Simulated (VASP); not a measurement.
# CdS (P6_3mc) in VASP: a series of runs, part 2 of 2

VASP 6.6.1. The steps go on from the part before.

### Step 4. Single point, r2SCAN (strain +0.050 along x and y, +0.000 along z)

POSCAR reads:

```
CdS
1.0
    4.3415391636      0.0000000000      0.0000000000
   -2.1707695818      3.7598832072      0.0000000000
    0.0000000000      0.0000000000      6.7490000000
Cd S
2 2
Direct
    0.3333333333      0.6666666667      0.0000000000
    0.6666666667      0.3333333333      0.5000000000
    0.3333333333      0.6666666667      0.3850000000
    0.6666666667      0.3333333333      0.8850000000
```

INCAR.step1 reads:

```
SYSTEM = CdS
PREC     = Accurate       ! precision mode
ENCUT    = 520            ! plane-wave cutoff, eV
ISMEAR   = 0              ! smearing method
SIGMA    = 0.05           ! smearing width, eV
LREAL    = .False.        ! projectors in reciprocal space
LASPH    = .True.         ! aspherical terms in the spheres
NELM     = 60             ! most SCF steps
NBANDS   = 26             ! bands
GGA      = PE             ! functional
ALGO     = Normal         ! electronic algorithm
EDIFF    = 1E-4           ! SCF threshold, eV
LWAVE    = .True.         ! write WAVECAR
LCHARG   = .False.        ! write CHGCAR
```

INCAR.step2 reads:

```
SYSTEM = CdS
PREC     = Accurate       ! precision mode
ENCUT    = 520            ! plane-wave cutoff, eV
EDIFF    = 1E-6           ! SCF threshold, eV
ISMEAR   = 0              ! smearing method
SIGMA    = 0.05           ! smearing width, eV
LREAL    = .False.        ! projectors in reciprocal space
LASPH    = .True.         ! aspherical terms in the spheres
NELM     = 60             ! most SCF steps
ALGO     = Normal         ! electronic algorithm
ISIF     = 2              ! what is computed and relaxed
LWAVE    = .False.        ! write WAVECAR
LCHARG   = .True.         ! write CHGCAR
METAGGA  = R2SCAN         ! meta-GGA
LMIXTAU  = .True.       
LELF     = .True.         ! ELF
LVHAR    = .True.       
NBANDS   = 26             ! bands
ISTART   = 1
```

KPOINTS reads:

```
Automatic mesh
0
Gamma
  12 12 4
  0 0 0
```

Potentials or basis: VASP PAW PBE potentials, release 64 (Cd, S).

The run is started by

```console
> cat potpaw_PBE.64/Cd/POTCAR potpaw_PBE.64/S/POTCAR > POTCAR
> cp INCAR.step1 INCAR
> mpirun -np 1 vasp_std > vasp.out
> cp INCAR.step2 INCAR
> mpirun -np 1 vasp_std > vasp.out
```

OUTCAR:

```text
SYSTEM = CdS
   PREC = Accurate
   ENCUT = 520
   EDIFF = 1E-6
   ISMEAR = 0
   LREAL = .False.
   LASPH = .True.
   NELM = 60
   ISIF = 2
   METAGGA = R2SCAN
   ISTART = 1

 ion  position               nearest neighbor table
   1  0.333  0.667  0.000-   3 2.60   4 2.62   4 2.62   4 2.62
   2  0.667  0.333  0.500-   4 2.60   3 2.62   3 2.62   3 2.62
   3  0.333  0.667  0.385-   1 2.60   2 2.62   2 2.62   2 2.62
   4  0.667  0.333  0.885-   2 2.60   1 2.62   1 2.62   1 2.62

  LATTYP: Found a hexagonal cell.
 ALAT       =     4.3415391636
 C/A-ratio  =     1.5545178209

  Lattice vectors:

 A1 = (   4.3415391636,   0.0000000000,   0.0000000000)
 A2 = (  -2.1707695818,   3.7598832072,   0.0000000000)
 A3 = (   0.0000000000,   0.0000000000,   6.7490000000)

Analysis of symmetry for initial positions (statically):
=====================================================================
 Subroutine PRICEL returns:
 Original cell was already a primitive cell.

 Routine SETGRP: Setting up the symmetry group for a
 hexagonal supercell.

 Subroutine GETGRP returns: Found 12 space group operations
[... 165 lines left out ...]
  ext. energy  EPLUGINS =         0.00000000
  ---------------------------------------------------
  free energy    TOTEN  =       -59.25817097 eV

  energy without entropy =      -59.25817097  energy(sigma->0) =      -59.25817097

 E-fermi :   0.5132     XC(G=0):  -9.2173

 val. band max:        0.2488299117   @ k =   0.0000   0.0000   0.0000
 cond. band min:       1.6364715898   @ k =   0.0000   0.0000   0.0000
 fundamental gap:      1.3876416781
 Fermi energy:         0.5132259783

 k-point     1 :       0.0000    0.0000    0.0000
  band No.  band energies     occupation
      1     -12.0587      2.00000
      2     -11.6884      2.00000
      3      -7.4189      2.00000
      4      -7.4189      2.00000
      5      -7.4182      2.00000
      6      -7.3496      2.00000
[... 685 lines left out ...]
     25       8.4662      0.00000
     26       9.5265      0.00000

 [... further k-points ...]
[... 5 lines left out ...]
  --------------------------------------------------------------------------------------
  -------------------------------------------------------------------------------------
  Total       -3.1745269     -3.1745269     -1.6614277      0.0000000      0.0000000      0.0000000
  in kB      -46.1670467    -46.1670467    -24.1620910      0.0000000      0.0000000      0.0000000
  external PRESSURE =     -38.8320615 kB  Pullay stress =       0.0000000 kB

 VOLUME and BASIS-vectors are now :
 -----------------------------------------------------------------------------
  energy-cutoff  :      520.00
  volume of cell :      110.17
      direct lattice vectors                 reciprocal lattice vectors
     4.341539164  0.000000000  0.000000000     0.230333060  0.132982854  0.000000000
    -2.170769582  3.759883207  0.000000000     0.000000000  0.265965708  0.000000000
     0.000000000  0.000000000  6.749000000     0.000000000  0.000000000  0.148170099

 POSITION                                       TOTAL-FORCE (eV/Angst)
 -----------------------------------------------------------------------------------
     -0.00000      2.50659      0.00000         0.000000      0.000000     -0.019630
      2.17077      1.25329      3.37450        -0.000000      0.000000     -0.019630
     -0.00000      2.50659      2.59836         0.000000     -0.000000      0.019630
      2.17077      1.25329      5.97286         0.000000      0.000000      0.019630
 -----------------------------------------------------------------------------------
    total drift:                               -0.000000     -0.000000      0.006297

  FREE ENERGIE OF THE ION-ELECTRON SYSTEM (eV)
  ---------------------------------------------------
  free  energy   TOTEN  =       -59.2581709655 eV

  energy  without entropy=      -59.2581709655  energy(sigma->0) =      -59.25817097
```

OUTCAR.step1:

```text
SYSTEM = CdS
   PREC = Accurate
   ENCUT = 520
   ISMEAR = 0
   LREAL = .False.
   LASPH = .True.
   NELM = 60
[... 926 lines left out ...]
      2.17077      1.25329      3.37450         0.000000     -0.000000     -0.015542
     -0.00000      2.50659      2.59836        -0.000000      0.000000      0.015542
      2.17077      1.25329      5.97286         0.000000      0.000000      0.015542
 -----------------------------------------------------------------------------------
    total drift:                               -0.000000     -0.000000     -0.000803

  FREE ENERGIE OF THE ION-ELECTRON SYSTEM (eV)
  ---------------------------------------------------
  free  energy   TOTEN  =       -12.2355227982 eV

  energy  without entropy=      -12.2355227982  energy(sigma->0) =      -12.23552280
```

OSZICAR.step1:

```text
N       E                     dE             d eps       ncg     rms          rms(c)
DAV:   1     0.240264993622E+03    0.24026E+03   -0.17130E+04  2972   0.125E+03
DAV:   2     0.232928549307E+00   -0.24003E+03   -0.23196E+03  3264   0.311E+02
DAV:   3    -0.132299618056E+02   -0.13463E+02   -0.13379E+02  3534   0.729E+01
DAV:   4    -0.133723157549E+02   -0.14235E+00   -0.14223E+00  3312   0.727E+00
DAV:   5    -0.133745859662E+02   -0.22702E-02   -0.22701E-02  3580   0.923E-01    0.921E+00
DAV:   6    -0.122535825806E+02    0.11210E+01   -0.20378E+00  3788   0.134E+01    0.759E+00
DAV:   7    -0.122364357026E+02    0.17147E-01   -0.58549E-01  3072   0.406E+00    0.391E+00
DAV:   8    -0.122364634433E+02   -0.27741E-04   -0.56775E-02  3152   0.227E+00    0.380E-01
DAV:   9    -0.122349061175E+02    0.15573E-02   -0.10959E-02  3334   0.115E+00    0.114E-01
DAV:  10    -0.122353677901E+02   -0.46167E-03   -0.11626E-03  3122   0.266E-01    0.126E-01
DAV:  11    -0.122355251588E+02   -0.15737E-03   -0.17550E-04  2778   0.813E-02    0.549E-02
DAV:  12    -0.122355227982E+02    0.23606E-05   -0.77539E-05  2086   0.626E-02
   1 F= -.12235523E+02 E0= -.12235523E+02  d E =-.168724E-10
```

Wall time 6 min (1 thread of Intel Xeon Platinum 8259CL at 2.50GHz (Skylake/Cascade Lake), shared host); peak memory 0.31 GiB.

Results:

```
Free energy            : -59.2582 eV
Pressure               : -3.9 GPa
Largest force          : 0.020 eV/Å
Band gap on the k mesh : 1.39 eV, direct
```

Forces on the atoms (eV/Å):
```
Cd   0.000  0.000 -0.020
Cd   0.000  0.000 -0.020
S    0.000  0.000  0.020
S    0.000  0.000  0.020
```

Stress tensor (GPa, compression positive):
```
-4.62  0.00  0.00
 0.00 -4.62  0.00
 0.00  0.00 -2.42
```

Levels at points of the mesh, in eV from the valence-band top:
```csv
k point,band 15,band 16,band 17,band 18,band 19,band 20,band 21,band 22
"(0.00, 0.00, 0.00)",-0.78,-0.08,-0.08,0.00,1.39,2.77,6.76,6.76
"(0.50, 0.00, 0.00)",-2.27,-1.73,-1.07,-0.70,3.93,3.97,5.58,6.66
"(0.00, 0.00, 0.50)",-0.44,-0.44,-0.44,-0.44,2.95,2.95,6.58,6.58
"(0.50, 0.00, 0.50)",-1.24,-1.24,-1.03,-1.03,3.83,3.83,5.69,5.69
```

Caveat: the cell differs from its parent crystal (strain +0.050 along x and y, +0.000 along z); the PAW data sets were made with another functional, which shifts forces and pressure a little. A k mesh can miss the band edges.

### Step 5. Single point, r2SCAN (strain +0.025 along x and y, +0.050 along z)

POSCAR reads:

```
CdS
1.0
    4.2381691835      0.0000000000      0.0000000000
   -2.1190845917      3.6703621784      0.0000000000
    0.0000000000      0.0000000000      7.0864500000
Cd S
2 2
Direct
    0.3333333333      0.6666666667      0.0000000000
    0.6666666667      0.3333333333      0.5000000000
    0.3333333333      0.6666666667      0.3850000000
    0.6666666667      0.3333333333      0.8850000000
```

INCAR.step1 reads:

```
SYSTEM = CdS
ALGO = Normal ; EDIFF = 1E-4
ENCUT = 520 ; GGA = PE
ISMEAR = 0 ; LASPH = .TRUE.
LCHARG = .FALSE. ; LREAL = .FALSE.
LWAVE = .TRUE. ; NBANDS = 26
NELM = 60 ; PREC = Accurate
SIGMA = 0.05
```

INCAR.step2 reads:

```
SYSTEM = CdS
ALGO = Normal ; EDIFF = 1E-6
ENCUT = 520 ; ISIF = 2
ISMEAR = 0 ; ISTART = 1
LASPH = .TRUE. ; LCHARG = .FALSE.
LMIXTAU = .TRUE. ; LREAL = .FALSE.
LWAVE = .FALSE. ; METAGGA = R2SCAN
NBANDS = 26 ; NELM = 60
PREC = Accurate ; SIGMA = 0.05
```

KPOINTS reads:

```
k-points
0
G
  12 12 4
  0 0 0
```

Potentials or basis: VASP PAW PBE potentials, release 64 (Cd, S).

The run is started by

```console
> cat potpaw_PBE.64/Cd/POTCAR potpaw_PBE.64/S/POTCAR > POTCAR
> cp INCAR.step1 INCAR
> mpirun -np 1 vasp_std > vasp.out
> cp INCAR.step2 INCAR
> mpirun -np 1 vasp_std > vasp.out
```

OUTCAR:

```text
SYSTEM = CdS
   EDIFF = 1E-6
   ENCUT = 520
   ISIF = 2
   ISMEAR = 0
   ISTART = 1
   LASPH = .TRUE.
   LREAL = .FALSE.
   METAGGA = R2SCAN
   NELM = 60
   PREC = Accurate

 ion  position               nearest neighbor table
   1  0.333  0.667  0.000-   4 2.58   4 2.58   4 2.58   3 2.73
   2  0.667  0.333  0.500-   3 2.58   3 2.58   3 2.58   4 2.73
   3  0.333  0.667  0.385-   2 2.58   2 2.58   2 2.58   1 2.73
   4  0.667  0.333  0.885-   1 2.58   1 2.58   1 2.58   2 2.73

  LATTYP: Found a hexagonal cell.
 ALAT       =     4.2381691835
[... 890 lines left out ...]
     26       9.7210      0.00000

 [... further k-points ...]
[... 5 lines left out ...]
  --------------------------------------------------------------------------------------
  -------------------------------------------------------------------------------------
  Total       -1.8631658     -1.8631658     -3.7356296     -0.0000000      0.0000000      0.0000000
  in kB      -27.0798433    -27.0798433    -54.2948266     -0.0000000      0.0000000      0.0000000
  external PRESSURE =     -36.1515044 kB  Pullay stress =       0.0000000 kB

 VOLUME and BASIS-vectors are now :
 -----------------------------------------------------------------------------
  energy-cutoff  :      520.00
  volume of cell :      110.23
      direct lattice vectors                 reciprocal lattice vectors
     4.238169184  0.000000000  0.000000000     0.235950939  0.136226338  0.000000000
    -2.119084592  3.670362178  0.000000000     0.000000000  0.272452677  0.000000000
     0.000000000  0.000000000  7.086450000     0.000000000  0.000000000  0.141114380

 POSITION                                       TOTAL-FORCE (eV/Angst)
 -----------------------------------------------------------------------------------
     -0.00000      2.44691      0.00000        -0.000000      0.000000      0.241262
      2.11908      1.22345      3.54323         0.000000      0.000000      0.241262
     -0.00000      2.44691      2.72828         0.000000     -0.000000     -0.241262
      2.11908      1.22345      6.27151        -0.000000      0.000000     -0.241262
 -----------------------------------------------------------------------------------
    total drift:                               -0.000000      0.000000     -0.001089

  FREE ENERGIE OF THE ION-ELECTRON SYSTEM (eV)
  ---------------------------------------------------
  free  energy   TOTEN  =       -59.2451084849 eV

  energy  without entropy=      -59.2451084849  energy(sigma->0) =      -59.24510848
```

OUTCAR.step1:

```text
SYSTEM = CdS
   EDIFF = 1E-4
   ENCUT = 520
   GGA = PE
   ISMEAR = 0
   LASPH = .TRUE.
   LREAL = .FALSE.
   NELM = 60
[... 926 lines left out ...]
      2.11908      1.22345      3.54323         0.000000     -0.000000      0.242059
     -0.00000      2.44691      2.72828         0.000000     -0.000000     -0.242059
      2.11908      1.22345      6.27151        -0.000000      0.000000     -0.242059
 -----------------------------------------------------------------------------------
    total drift:                               -0.000000      0.000000      0.000120

  FREE ENERGIE OF THE ION-ELECTRON SYSTEM (eV)
  ---------------------------------------------------
  free  energy   TOTEN  =       -12.2247574826 eV

  energy  without entropy=      -12.2247574826  energy(sigma->0) =      -12.22475748
```

OSZICAR.step1:

```text
N       E                     dE             d eps       ncg     rms          rms(c)
DAV:   1     0.239803215068E+03    0.23980E+03   -0.17246E+04  2972   0.125E+03
DAV:   2     0.269336077542E+00   -0.23953E+03   -0.23132E+03  3256   0.310E+02
DAV:   3    -0.132191384477E+02   -0.13488E+02   -0.13401E+02  3532   0.729E+01
DAV:   4    -0.133629691856E+02   -0.14383E+00   -0.14369E+00  3344   0.729E+00
DAV:   5    -0.133652589069E+02   -0.22897E-02   -0.22896E-02  3526   0.923E-01    0.936E+00
DAV:   6    -0.122423762905E+02    0.11229E+01   -0.20543E+00  3784   0.135E+01    0.767E+00
DAV:   7    -0.122258986551E+02    0.16478E-01   -0.59793E-01  3098   0.411E+00    0.389E+00
DAV:   8    -0.122257363757E+02    0.16228E-03   -0.59468E-02  3192   0.232E+00    0.390E-01
DAV:   9    -0.122241647045E+02    0.15717E-02   -0.11472E-02  3322   0.119E+00    0.115E-01
DAV:  10    -0.122245979459E+02   -0.43324E-03   -0.11573E-03  3130   0.275E-01    0.123E-01
DAV:  11    -0.122247608348E+02   -0.16289E-03   -0.19092E-04  2754   0.852E-02    0.529E-02
DAV:  12    -0.122247574826E+02    0.33522E-05   -0.83374E-05  2060   0.653E-02
   1 F= -.12224757E+02 E0= -.12224757E+02  d E =-.141366E-15
```

Run time: 7.8 min. Hardware: 1 thread of Intel Xeon Platinum 8259CL at 2.50GHz (Skylake/Cascade Lake), shared host; peak memory 0.33 GiB.

Results:

| Item | Value |
| --- | --- |
| Free energy | -59.2451 eV |
| Pressure | -3.6 GPa |
| Largest force | 0.241 eV/Å |
| Band gap on the k mesh | 1.42 eV, direct |

Forces in eV/Å, atoms in the order of the input:
```
Cd   0.000  0.000  0.241
Cd   0.000  0.000  0.241
S    0.000  0.000 -0.241
S    0.000  0.000 -0.241
```

Caveat: the cell differs from its parent crystal (strain +0.025 along x and y, +0.050 along z); the PAW data sets were made with another functional, which shifts forces and pressure a little.

### Step 6. Overview

| cell | gap on the mesh (eV) | pressure (GPa) | largest force (eV/Å) |
| --- | --- | --- | --- |
| a = 4.238, b = 4.238, c = 6.749 Å, angles 90.0, 90.0, 120.0°, 4 atoms | 1.55 | -1.6 | 0.09 |
| a = 4.342, b = 4.342, c = 6.580 Å, angles 90.0, 90.0, 120.0°, 4 atoms | 1.44 | -2.6 | 0.21 |
| a = 4.342, b = 4.342, c = 6.749 Å, angles 90.0, 90.0, 120.0°, 4 atoms | 1.39 | -3.9 | 0.02 |
| a = 4.238, b = 4.238, c = 7.086 Å, angles 90.0, 90.0, 120.0°, 4 atoms | 1.42 | -3.6 | 0.24 |

Alike in all rows: task single point; level r2SCAN; potentials or basis VASP PAW PBE potentials, release 64 (Cd, S); no spin polarisation; k mesh 12 × 12 × 4; cutoff (eV) 520; smearing gaussian 0.05 eV.

Caveats: the PAW data sets were made with another functional, which shifts forces and pressure a little.

Total energies depend on the potentials used, so only differences within one code and one set of settings carry meaning.
